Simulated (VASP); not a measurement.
# HfC (Fm-3m) in VASP: settings compared

The runs below take HfC through elastic constants, density of states, with PBEsol, PBEsol+U, PBE.

All numbers are computed with VASP 6.6.1; they aren't measurements. Logs are shortened: lines on timing, memory, paths and dates and some standing lists are left out, and cuts for length are marked.

## (1) The cell of the first run

Symmetry: Fm-3m, No. 225, cubic system. The conventional cell has a = 4.650 Å, b = 4.650 Å, c = 4.650 Å, α = 90.00°, β = 90.00°, γ = 90.00°. Within 3.1 Å of Hf (site symmetry m-3m) lie 6 C at 2.33 Å. Within 3.1 Å of C (site symmetry m-3m) lie 6 Hf at 2.33 Å.

## (2) Elastic constants, PBEsol

Contents of INCAR:

```
SYSTEM = HfC
ALGO = Normal
EDIFF = 1E-8
ENCUT = 600
GGA = PS
IBRION = 6
ISIF = 3
ISMEAR = -1
LASPH = .TRUE.
LCHARG = .FALSE.
LREAL = .FALSE.
LWAVE = .FALSE.
NELM = 60
NFREE = 2
NSW = 1
POTIM = 0.015
PREC = Accurate
SIGMA = 0.05
```

Contents of KPOINTS:

```
k-points
0
G
  7 7 7
  0 0 0
```

Contents of POSCAR:

```
HfC
1.0
    0.0000000000      2.3250000000      2.3250000000
    2.3250000000      0.0000000000      2.3250000000
    2.3250000000      2.3250000000      0.0000000000
Hf C
1 1
Direct
    0.5000000000      0.5000000000      0.5000000000
    0.0000000000      0.0000000000      0.0000000000
```

Potentials or basis: VASP PAW PBE potentials, release 64 (Hf_pv, C).

Started as:

```
$ cat potpaw_PBE.64/Hf_pv/POTCAR potpaw_PBE.64/C/POTCAR > POTCAR
$ mpirun -np 1 vasp_std > vasp.out
```

OUTCAR:

```text
SYSTEM = HfC
   EDIFF = 1E-8
   ENCUT = 600
   GGA = PS
   IBRION = 6
   ISIF = 3
   ISMEAR = -1
   LASPH = .TRUE.
   LREAL = .FALSE.
   NELM = 60
   NFREE = 2
   NSW = 1
   POTIM = 0.015
   PREC = Accurate

 ion  position               nearest neighbor table
   1  0.500  0.500  0.500-   2 2.33   2 2.33   2 2.33   2 2.33   2 2.33   2 2.33
   2  0.000  0.000  0.000-   1 2.33   1 2.33   1 2.33   1 2.33   1 2.33   1 2.33

  LATTYP: Found a face centered cubic cell.
 ALAT       =     4.6500000000

  Lattice vectors:

 A1 = (   0.0000000000,   2.3250000000,   2.3250000000)
 A2 = (   2.3250000000,   0.0000000000,   2.3250000000)
 A3 = (   2.3250000000,   2.3250000000,   0.0000000000)

Analysis of symmetry for initial positions (statically):
=====================================================================
 Subroutine PRICEL returns:
 Original cell was already a primitive cell.

 Routine SETGRP: Setting up the symmetry group for a
 face centered cubic supercell.

 Subroutine GETGRP returns: Found 48 space group operations
 (whereof 48 operations were pure point group operations)
 out of a pool of 48 trial point group operations.

The static configuration has the point symmetry O_h .

Analysis of symmetry for dynamics (positions and initial velocities):
=====================================================================
 Subroutine PRICEL returns:
 Original cell was already a primitive cell.

 Routine SETGRP: Setting up the symmetry group for a
 face centered cubic supercell.

 Subroutine GETGRP returns: Found 48 space group operations
 (whereof 48 operations were pure point group operations)
 out of a pool of 48 trial point group operations.

The dynamic configuration has the point symmetry O_h .

 Subroutine INISYM returns: Found 48 space group operations
 (whereof 48 operations are pure point group operations),
 and found     1 'primitive' translations

----------------------------------------------------------------------------------------

                                     Primitive cell

  volume of cell :      25.1362

  direct lattice vectors                    reciprocal lattice vectors
     0.000000000  2.325000000  2.325000000    -0.215053763  0.215053763  0.215053763
     2.325000000  0.000000000  2.325000000     0.215053763 -0.215053763  0.215053763
     2.325000000  2.325000000  0.000000000     0.215053763  0.215053763 -0.215053763

  length of vectors
     3.288046533  3.288046533  3.288046533     0.372484045  0.372484045  0.372484045

  position of ions in fractional coordinates (direct lattice)
     0.500000000  0.500000000  0.500000000
     0.000000000  0.000000000  0.000000000

  ion indices of the primitive-cell ions
   primitive index   ion index
                 1           1
                 2           2

----------------------------------------------------------------------------------------

 KPOINTS: k-points

Automatic generation of k-mesh.
 Grid dimensions read from file:
 generate k-points for:    7    7    7

 Generating k-lattice:

  Cartesian coordinates                     Fractional coordinates (reciprocal lattice)
    -0.030721966  0.030721966  0.030721966     0.142857143  0.000000000  0.000000000
     0.030721966 -0.030721966  0.030721966     0.000000000  0.142857143  0.000000000
     0.030721966  0.030721966 -0.030721966     0.000000000  0.000000000  0.142857143

[... 101 lines left out ...]

------------------------ aborting loop because EDIFF is reached ----------------------------------------

  FORCE on cell =-STRESS in cart. coord.  units (eV):
  Direction    XX          YY          ZZ          XY          YZ          ZX
  --------------------------------------------------------------------------------------
  -------------------------------------------------------------------------------------
  Total       -1.0983853     -1.0983853     -1.0983853      0.0000000     -0.0000000      0.0000000
  in kB      -70.0110240    -70.0110240    -70.0110240      0.0000000     -0.0000000      0.0000000
  external PRESSURE =     -70.0110240 kB  Pullay stress =       0.0000000 kB
[... 89 lines left out ...]
  FREE ENERGIE OF THE ION-ELECTRON SYSTEM (eV)
  ---------------------------------------------------
  free  energy   TOTEN  =       -22.1822859974 eV

  energy  without entropy=      -22.1784003052  energy(sigma->0) =      -22.18034315

[... ionic steps 4 to 14 ...]

--------------------------------------- Ionic step       15  -------------------------------------------

 number of electron      14.0000000 magnetization

------------------------ aborting loop because EDIFF is reached ----------------------------------------
[... 67 lines left out ...]
--------------------------------------- Ionic step       17  -------------------------------------------

 number of electron      14.0000001 magnetization

 Free energy of the ion-electron system (eV)
  ---------------------------------------------------
  ext. energy  EPLUGINS =         0.00000000
  ---------------------------------------------------
  free energy    TOTEN  =       -22.17333532 eV

  energy without entropy =      -22.16867158  energy(sigma->0) =      -22.17100345

 E-fermi :   5.7001     XC(G=0): -12.4198

 val. band max:        5.6872658120   @ k =   0.1429   0.1429   0.0000
 cond. band min:       6.2314956985   @ k =   0.0000  -0.4286   0.4286
 fundamental gap:      0.5442298865
 Fermi energy:         5.7000738770

 k-point     1 :       0.0000    0.0000    0.0000
  band No.  band energies     occupation
      1     -23.6971      2.00000
      2     -23.6970      2.00000
      3     -23.6970      2.00000
      4      -6.4794      2.00000
      5       6.8129      0.00000
      6       6.8129      0.00000
      7       6.8325      0.00000
      8       7.1495      0.00000
      9       7.1761      0.00000
     10       7.1761      0.00000
     11       9.1692      0.00000
[... 309 lines left out ...]
 k-point    24 :       0.0000   -0.4286    0.1429
  band No.  band energies     occupation
      1     -24.3300      2.00000
      2     -23.8611      2.00000
      3     -23.7859      2.00000
      4      -2.9979      2.00000
      5       0.1830      2.00000
      6       2.9857      2.00000
      7       3.0443      2.00000
      8      10.1642      0.00000
      9      10.8485      0.00000
     10      11.0744      0.00000
     11      14.1401      0.00000

 [... further k-points ...]
[... 5 lines left out ...]
  --------------------------------------------------------------------------------------
  -------------------------------------------------------------------------------------
  Total       -1.0889519     -1.0998977     -1.0998977      0.0000000      0.0000000     -0.0000000
  in kB      -69.4097369    -70.1074235    -70.1074235      0.0000000      0.0000000     -0.0000000
  external PRESSURE =     -69.8748613 kB  Pullay stress =       0.0000000 kB
[... 17 lines left out ...]
  FREE ENERGIE OF THE ION-ELECTRON SYSTEM (eV)
  ---------------------------------------------------
  free  energy   TOTEN  =       -22.1733353224 eV

  energy  without entropy=      -22.1686715791  energy(sigma->0) =      -22.17100345

 INTERNAL STRAIN TENSORS FROM STRAINED CELLS
 ============================================

 INTERNAL STRAIN TENSOR FOR ION    1 for displacements in x,y,z  (eV/Angst):
          X           Y           Z          XY          YZ          ZX
  --------------------------------------------------------------------------------
  x     0.00000     0.00000    -0.00000     0.00000     0.00000    -0.00000
  y    -0.00000     0.00000     0.00000    -0.00000     0.00000     0.00000
  z     0.00000    -0.00000    -0.00000     0.00000    -0.00000     0.00000

 INTERNAL STRAIN TENSORS FROM DISPLACED ATOMS
 ============================================

 INTERNAL STRAIN TENSOR FOR ION    1 for displacements in x,y,z  (eV/Angst):
          X           Y           Z          XY          YZ          ZX
  --------------------------------------------------------------------------------
  x     0.00000     0.00000     0.00000     0.00000     0.00000     0.00000
  y     0.00000     0.00000     0.00000     0.00000     0.00000     0.00000
  z     0.00000     0.00000     0.00000     0.00000     0.00000     0.00000

 INTERNAL STRAIN TENSOR FOR ION    2 for displacements in x,y,z  (eV/Angst):
          X           Y           Z          XY          YZ          ZX
  --------------------------------------------------------------------------------
  x     0.00000     0.00000     0.00000     0.00000     0.00000     0.00000
  y     0.00000     0.00000     0.00000     0.00000     0.00000     0.00000
  z     0.00000     0.00000     0.00000     0.00000     0.00000     0.00000

 Eigenvectors and eigenvalues of the dynamical matrix
 ----------------------------------------------------

   1 f  =   13.133480 THz    82.520092 2PiTHz  438.085753 cm-1    54.315686 meV
             X         Y         Z           dx          dy          dz
      2.325000  2.325000  2.325000     0.000000    0.251137    0.000000
      0.000000  0.000000  0.000000     0.000000   -0.967951    0.000000
[... 21 lines left out ...]
   6 f/i=    0.000550 THz     0.003458 2PiTHz    0.018358 cm-1     0.002276 meV
             X         Y         Z           dx          dy          dz
      2.325000  2.325000  2.325000     0.000000    0.000000    0.967951
      0.000000  0.000000  0.000000     0.000000    0.000000    0.251137

--------------------------------------------------------------------------------------------------------

 ELASTIC MODULI CONTR FROM IONIC RELAXATION (kBar)
 Direction    XX          YY          ZZ          XY          YZ          ZX
 --------------------------------------------------------------------------------
 XX           0.0000      0.0000      0.0000      0.0000      0.0000      0.0000
 YY           0.0000      0.0000      0.0000      0.0000      0.0000      0.0000
 ZZ           0.0000      0.0000      0.0000      0.0000      0.0000      0.0000
 XY           0.0000      0.0000      0.0000      0.0000      0.0000      0.0000
 YZ           0.0000      0.0000      0.0000      0.0000      0.0000      0.0000
 ZX           0.0000      0.0000      0.0000      0.0000      0.0000      0.0000
 --------------------------------------------------------------------------------

 TOTAL ELASTIC MODULI (kBar)
 Direction    XX          YY          ZZ          XY          YZ          ZX
 --------------------------------------------------------------------------------
 XX        4629.1947   1180.3405   1180.3405     -0.0000      0.0000      0.0000
 YY        1180.3405   4629.1947   1180.3405      0.0000      0.0000      0.0000
 ZZ        1180.3405   1180.3405   4629.1947      0.0000      0.0000     -0.0000
 XY          -0.0000      0.0000      0.0000   1578.7576     -0.0000      0.0000
 YZ           0.0000      0.0000      0.0000     -0.0000   1578.7576      0.0000
 ZX           0.0000      0.0000     -0.0000      0.0000      0.0000   1578.7576
 --------------------------------------------------------------------------------
```

It took 2.4 min on 1 thread of Intel Xeon 6975P-C (Granite Rapids), shared host; peak memory 0.21 GiB.

Results:

```yaml
Elastic_constants_C11_C12_C44: 463, 118, 158 GPa
Voigt_bulk_modulus: 233 GPa
Highest_phonon_frequency_at_Γ_LO-TO_splitting_left_out: 438 cm⁻¹
```

Phonon frequencies in cm⁻¹ (negative: imaginary):
```csv
q point,frequencies
"(0.000, 0.000, 0.000)",0 0 0 438 438 438
```

Elastic tensor in Voigt notation (GPa, in the Cartesian axes of the cell as first typed):
```
463 118 118   0   0   0
118 463 118   0   0   0
118 118 463   0   0   0
  0   0   0 158   0   0
  0   0   0   0 158   0
  0   0   0   0   0 158
```

Clamped-ion elastic tensor (GPa):
```
463 118 118   0   0   0
118 463 118   0   0   0
118 118 463   0   0   0
  0   0   0 158   0   0
  0   0   0   0 158   0
  0   0   0   0   0 158
```

Caveat: the cell is under stress, which shifts elastic constants; the PAW data sets were made with another functional, which shifts forces and pressure a little; spin-orbit coupling is left out, which moves the levels of the heavy elements.

(Continued in part 2 of 2.)
